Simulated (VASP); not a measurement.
# InSb3 (P4/mmm) in VASP: notebook

Runs on InSb3. Level: PBE. Tasks: single point.

Program: VASP 6.6.1. These are calculated values, not measurements. Logs are shortened: lines on timing, memory, paths and dates and some standing lists are left out, and cuts for length are marked.

### Step 1. The cell of the first run

It takes space group P4/mmm (No. 123, tetragonal). The conventional cell has a = 4.823 Å, b = 4.823 Å, c = 4.539 Å, α = 90.00°, β = 90.00°, γ = 90.00°. Within 4.4 Å of In (site symmetry 4/mmm) lie 12 Sb at 3.31 to 3.41 Å. Within 4.4 Å of Sb (site symmetry mmm) lie 4 In at 3.31 Å and 8 Sb at 3.31 to 3.41 Å. Sb (site symmetry 4/mmm) has 8 Sb at 3.31 Å and 4 In at 3.41 Å within 4.4 Å.

### Step 2. Single point, PBE (volume 26.401 Å^3 an atom, c/a of the conventional cell 0.9411)

Contents of INCAR:

```
ALGO = Normal
EDIFF = 1E-6
ENCUT = 520
GGA = PE
ISIF = 2
ISMEAR = 0
LASPH = T
LCHARG = F
LREAL = F
LWAVE = F
NBANDS = 22
NELM = 100
PREC = Accurate
SIGMA = 0.15
```

Contents of KPOINTS:

```
k-points
0
Gamma
  10 10 10
```

Contents of POSCAR:

```
InSb3
1.0
    4.8233435725      0.0000000000      0.0000000000
    0.0000000000      4.8233435725      0.0000000000
    0.0000000000      0.0000000000      4.5392486361
In Sb
1 3
Direct
    0.0000000000      0.0000000000      0.0000000000
    0.5000000000      0.0000000000      0.5000000000
    0.0000000000      0.5000000000      0.5000000000
    0.5000000000      0.5000000000      0.0000000000
```

Potentials or basis: VASP PAW PBE potentials, release 64 (In_d, Sb).

Command:

```console
> cat potpaw_PBE.64/In_d/POTCAR potpaw_PBE.64/Sb/POTCAR > POTCAR
> mpirun -np 1 vasp_std > vasp.out
```

OUTCAR:

```text
EDIFF = 1E-6
   ENCUT = 520
   GGA = PE
   ISIF = 2
   ISMEAR = 0
   LASPH = T
   LREAL = F
   NELM = 100
   PREC = Accurate

 ion  position               nearest neighbor table
   1  0.000  0.000  0.000-   2 3.31   3 3.31   2 3.31   3 3.31   3 3.31   3 3.31   2 3.31   2 3.31
                             4 3.41   4 3.41   4 3.41   4 3.41
   2  0.500  0.000  0.500-   1 3.31   4 3.31   1 3.31   4 3.31   4 3.31   4 3.31   1 3.31   1 3.31
                             3 3.41   3 3.41   3 3.41   3 3.41
   3  0.000  0.500  0.500-   1 3.31   4 3.31   1 3.31   4 3.31   1 3.31   1 3.31   4 3.31   4 3.31
                             2 3.41   2 3.41   2 3.41   2 3.41
   4  0.500  0.500  0.000-   2 3.31   3 3.31   2 3.31   3 3.31   2 3.31   2 3.31   3 3.31   3 3.31
                             1 3.41   1 3.41   1 3.41   1 3.41

  LATTYP: Found a simple tetragonal cell.
 ALAT       =     4.8233435725
 C/A-ratio  =     0.9411000000

  Lattice vectors:

 A1 = (   4.8233435725,   0.0000000000,   0.0000000000)
 A2 = (   0.0000000000,   4.8233435725,   0.0000000000)
 A3 = (   0.0000000000,   0.0000000000,   4.5392486361)

Analysis of symmetry for initial positions (statically):
=====================================================================
 Subroutine PRICEL returns:
 Original cell was already a primitive cell.

 Routine SETGRP: Setting up the symmetry group for a
 simple tetragonal supercell.

 Subroutine GETGRP returns: Found 16 space group operations
 (whereof 16 operations were pure point group operations)
 out of a pool of 16 trial point group operations.

The static configuration has the point symmetry D_4h.

Analysis of symmetry for dynamics (positions and initial velocities):
=====================================================================
 Subroutine PRICEL returns:
 Original cell was already a primitive cell.

 Routine SETGRP: Setting up the symmetry group for a
 simple tetragonal supercell.

 Subroutine GETGRP returns: Found 16 space group operations
 (whereof 16 operations were pure point group operations)
 out of a pool of 16 trial point group operations.

The dynamic configuration has the point symmetry D_4h.

 Subroutine INISYM returns: Found 16 space group operations
 (whereof 16 operations are pure point group operations),
 and found     1 'primitive' translations

----------------------------------------------------------------------------------------

                                     Primitive cell

  volume of cell :     105.6040

  direct lattice vectors                    reciprocal lattice vectors
     4.823343572  0.000000000  0.000000000     0.207325061  0.000000000  0.000000000
     0.000000000  4.823343572  0.000000000     0.000000000  0.207325061  0.000000000
     0.000000000  0.000000000  4.539248636     0.000000000  0.000000000  0.220300777

  length of vectors
     4.823343572  4.823343572  4.539248636     0.207325061  0.207325061  0.220300777

  position of ions in fractional coordinates (direct lattice)
     0.000000000  0.000000000  0.000000000
     0.500000000  0.000000000  0.500000000
     0.000000000  0.500000000  0.500000000
     0.500000000  0.500000000  0.000000000

  ion indices of the primitive-cell ions
   primitive index   ion index
                 1           1
                 2           2
                 3           3
                 4           4

----------------------------------------------------------------------------------------

 KPOINTS: k-points

Automatic generation of k-mesh.
 Grid dimensions read from file:
 generate k-points for:   10   10   10

 Generating k-lattice:

  Cartesian coordinates                     Fractional coordinates (reciprocal lattice)
     0.020732506  0.000000000  0.000000000     0.100000000  0.000000000  0.000000000
     0.000000000  0.020732506  0.000000000     0.000000000  0.100000000  0.000000000
     0.000000000  0.000000000  0.022030078     0.000000000  0.000000000  0.100000000

  Length of vectors
     0.020732506  0.020732506  0.022030078

  Shift w.r.t. Gamma in fractional coordinates (k-lattice)
     0.000000000  0.000000000  0.000000000

 Subroutine IBZKPT returns following result:
 ===========================================

 Found    126 irreducible k-points:

 Following reciprocal coordinates:
            Coordinates               Weight
  0.000000  0.000000  0.000000      1.000000
  0.100000  0.000000  0.000000      4.000000
  0.200000  0.000000  0.000000      4.000000
  0.300000  0.000000  0.000000      4.000000
  0.400000  0.000000  0.000000      4.000000
  0.500000  0.000000  0.000000      2.000000
[... 16 lines left out ...]
  0.100000  0.000000  0.100000      8.000000
  0.200000  0.000000  0.100000      8.000000
 [... further k-points ...]
   k-points           NKPTS =    126   k-points in BZ     NKDIM =    126   number of bands    NBANDS=     22
   number of dos      NEDOS =    301   number of ions     NIONS =      4
   total plane-waves  NPLWV =  46656
   dimension x,y,z NGX =    36 NGY =   36 NGZ =   36
   dimension x,y,z NGXF=    72 NGYF=   72 NGZF=   72
   ions per type =               1   3
   NGX,Y,Z   is equivalent  to a cutoff of  12.41, 12.41, 13.18 a.u.
   NGXF,Y,Z  is equivalent  to a cutoff of  24.82, 24.82, 26.37 a.u.
 SYSTEM =  unknown system
   PREC   = accura    normal or accurate (medium, high low for compatibility)
   ISTART =      0    job   : 0-new  1-cont  2-samecut
   ICHARG =      2    charge: 1-file 2-atom 10-const
   ISPIN  =      1    spin polarized calculation?
   LNONCOLLINEAR =      F non collinear calculations
   LSORBIT =      F    spin-orbit coupling
   LASPH  =      T    aspherical Exc in radial PAW
   ENCUT  =  520.0 eV  38.22 Ry    6.18 a.u.   8.97  8.97  8.44*2*pi/ulx,y,z
   NELM   =    100;   NELMIN=  2; NELMDL= -5     # of ELM steps
   EDIFF  = 0.1E-05   stopping-criterion for ELM
   LREAL  =      F    real-space projection
   EDIFFG = 0.1E-04   stopping-criterion for IOM
   NSW    =      0    number of steps for IOM
   IBRION =     -1    ionic relax: 0-MD 1-quasi-New 2-CG
   NFREE  =      0    steps in history (QN), initial steepest desc. (CG)
   ISIF   =      2    stress and relaxation
   ISYM   =      2    0-nonsym 1-usesym 2-fastsym
   POTIM  = 0.5000    time-step for ionic-motion
   TEBEG  =    0.0;   TEEND  =   0.0 temperature during run
   PSTRESS=    0.0 pullay stress
   NELECT =      28.0000    total number of electrons
   NUPDOWN=      -1.0000    fix difference up-down
   EMIN   =  10.00;   EMAX   =-10.00  energy-range for DOS
   EFERMI =   0.00;   METHOD = LEGACY
   ISMEAR =     0;   SIGMA  =   0.15  broadening in eV -4-tet -1-fermi 0-gaus
   EFERMI_NEDOS =   21; number of points for ismear=-14 and -15
   IALGO  =     38    algorithm
   IMIX   =      4    mixing-type and parameters
     AMIX     =   0.40;   BMIX     =  1.00
     AMIX_MAG =   1.60;   BMIX_MAG =  1.00
  volume/ion in A,a.u.               =      26.40       178.16
  Fermi-wavevector in a.u.,A,eV,Ry     =   1.051721  1.987465 15.049648  1.106118
  Thomas-Fermi vector in A             =   2.186776
   LORBIT       =      0    0 simple, 1 ext, 2 COOP (PROOUT), +10 PAW based schemes
   GGA     = PE    functional components
   LHFCALC =     F    Hartree Fock is set to
   AEXX    =    0.0000 exact exchange contribution
   IVDW    =     0    specifies the selected vdW correction
   LEPSILON=     F    determine dielectric tensor
   LRPA    =     F    only Hartree local field effects (RPA)
 non-spin polarized calculation
 Gauss-broadening in eV      SIGMA  =   0.15
  energy-cutoff  :      520.00
  volume of cell :      105.60
 maximum number of plane-waves:      2876
 NGX is ok and might be reduce to    36
   NGX = 17   NGY = 17   NGZ = 17

 number of electron      28.0000007 magnetization

 Free energy of the ion-electron system (eV)
  ---------------------------------------------------
  ext. energy  EPLUGINS =         0.00000000
  ---------------------------------------------------
  free energy    TOTEN  =       -14.20841950 eV

  energy without entropy =      -14.18876253  energy(sigma->0) =      -14.19859102

 E-fermi :   8.4436     XC(G=0): -10.2854

 val. band max:        8.4210835731   @ k =   0.3000   0.3000   0.2000
 cond. band min:       8.4684368298   @ k =   0.5000   0.1000   0.1000
 fundamental gap:      0.0473532567
 Fermi energy:         8.4435876692

 k-point     1 :       0.0000    0.0000    0.0000
  band No.  band energies     occupation
      1      -6.1174      2.00000
      2      -6.1044      2.00000
      3      -6.0895      2.00000
      4      -6.0894      2.00000
      5      -6.0894      2.00000
      6      -4.0728      2.00000
[... 14 lines left out ...]
     21      13.4928      0.00000
     22      13.8133      0.00000

 k-point     2 :       0.1000    0.0000    0.0000
  band No.  band energies     occupation
      1      -6.1159      2.00000
      2      -6.1037      2.00000
      3      -6.0907      2.00000
      4      -6.0906      2.00000
      5      -6.0893      2.00000
      6      -4.0115      2.00000
[... 14 lines left out ...]
     21      13.7064      0.00000
     22      13.9142      0.00000

 k-point     3 :       0.2000    0.0000    0.0000
  band No.  band energies     occupation
      1      -6.1123      2.00000
      2      -6.1017      2.00000
      3      -6.0939      2.00000
      4      -6.0936      2.00000
      5      -6.0893      2.00000
      6      -3.8291      2.00000
[... 14 lines left out ...]
     21      14.1216      0.00000
     22      14.4209      0.00000
[... 476 lines left out ...]
 k-point    23 :       0.1000    0.0000    0.1000
  band No.  band energies     occupation
      1      -6.1150      2.00000
      2      -6.1012      2.00000
      3      -6.0927      2.00000
      4      -6.0912      2.00000
      5      -6.0906      2.00000
      6      -3.9413      2.00000
[... 14 lines left out ...]
     21      13.8203      0.00000
     22      14.2056      0.00000

 k-point    24 :       0.2000    0.0000    0.1000
  band No.  band energies     occupation
      1      -6.1115      2.00000
      2      -6.0991      2.00000
      3      -6.0964      2.00000
      4      -6.0935      2.00000
      5      -6.0911      2.00000
      6      -3.7586      2.00000
[... 14 lines left out ...]
     21      14.2106      0.00000
     22      14.2309      0.00000

 [... further k-points ...]

------------------------ aborting loop because EDIFF is reached ----------------------------------------

  FORCE on cell =-STRESS in cart. coord.  units (eV):
  Direction    XX          YY          ZZ          XY          YZ          ZX
  --------------------------------------------------------------------------------------
  -------------------------------------------------------------------------------------
  Total        2.0519201      2.0519201      2.0097234      0.0000000     -0.0000000      0.0000000
  in kB       31.1308272     31.1308272     30.4906374      0.0000000     -0.0000000      0.0000000
  external PRESSURE =      30.9174306 kB  Pullay stress =       0.0000000 kB

 VOLUME and BASIS-vectors are now :
 -----------------------------------------------------------------------------
  energy-cutoff  :      520.00
  volume of cell :      105.60
      direct lattice vectors                 reciprocal lattice vectors
     4.823343572  0.000000000  0.000000000     0.207325061  0.000000000  0.000000000
     0.000000000  4.823343572  0.000000000     0.000000000  0.207325061  0.000000000
     0.000000000  0.000000000  4.539248636     0.000000000  0.000000000  0.220300777

 POSITION                                       TOTAL-FORCE (eV/Angst)
 -----------------------------------------------------------------------------------
      0.00000      0.00000      0.00000         0.000000      0.000000      0.000000
      2.41167      0.00000      2.26962         0.000000      0.000000      0.000000
      0.00000      2.41167      2.26962         0.000000      0.000000      0.000000
      2.41167      2.41167      0.00000         0.000000      0.000000      0.000000
 -----------------------------------------------------------------------------------
    total drift:                               -0.000000     -0.000000     -0.000000

  FREE ENERGIE OF THE ION-ELECTRON SYSTEM (eV)
  ---------------------------------------------------
  free  energy   TOTEN  =       -14.2084195034 eV

  energy  without entropy=      -14.1887625332  energy(sigma->0) =      -14.19859102
```

Run time: 2.3 min. Hardware: 1 thread of Intel Xeon 6975P-C, shared host; peak memory 0.4 GiB.

What came out:

* Free energy: -14.2084 eV
* Pressure: 3.1 GPa
* Band gap on the k mesh: zero (band 14 reaches 11.73 eV, above the bottom of band 15 at 7.24 eV)

Levels at points of the mesh, in eV from the Fermi level:
| k point | band 11 | band 12 | band 13 | band 14 | band 15 | band 16 | band 17 | band 18 |
| --- | --- | --- | --- | --- | --- | --- | --- | --- |
| (0.00, 0.00, 0.00) | -4.15 | -3.51 | 0.33 | 0.33 | 0.54 | 1.89 | 1.95 | 1.95 |
| (0.50, 0.00, 0.00) | -2.77 | -2.45 | -1.93 | -0.97 | -0.79 | 2.04 | 2.34 | 2.50 |
| (0.50, 0.50, 0.00) | -1.22 | -1.20 | -1.20 | -0.94 | -0.94 | 0.22 | 1.32 | 2.94 |
| (0.00, 0.00, 0.50) | -3.01 | -2.25 | -2.25 | -1.43 | -1.11 | 1.99 | 1.99 | 2.61 |
| (0.50, 0.00, 0.50) | -1.85 | -1.83 | -1.52 | -1.28 | -1.20 | -0.63 | 0.88 | 3.67 |
| (0.50, 0.50, 0.50) | -5.27 | -5.16 | -4.86 | 3.28 | 3.38 | 3.95 | 3.95 | 4.17 |

Caveat: spin-orbit coupling is left out, which moves the levels of the heavy elements.

[end of part 1 of 3]
